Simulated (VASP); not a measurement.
Sc:

```xyz
2
Lattice="3.3281 0.0000 0.0000 -1.6640 2.8822 0.0000 0.0000 0.0000 5.2121" Properties=species:S:1:pos:R:3 pbc="T T T"
Sc    0.0000    1.9215    1.3030
Sc    1.6640    0.9607    3.9091
```

Base run:

```yaml
Program: VASP 6.6.1
Functional: r2SCAN
Potentials_or_basis: VASP PAW PBE potentials, release 64 (Sc_sv)
Cutoff: 520 eV
k_mesh: 11 × 11 × 6
Occupations: fermi-dirac, width 0.3 eV
Spin: no spin polarisation
```

Its results: band gap on the k mesh zero (bands 11 and 12 overlap by 1.52 eV); pressure 1.1 GPa.

The run is repeated on the same cell with these changes: occupations from fermi-dirac, width 0.3 eV to fermi-dirac, width 0.1 eV. What comes out?

Band gap on the k mesh zero (bands 11 and 12 overlap by 1.52 eV); pressure 0.2 GPa.

Caveats: the PAW data sets were made with another functional, which shifts forces and pressure a little; so wide a smearing shifts energies and pressures (at least some runs).
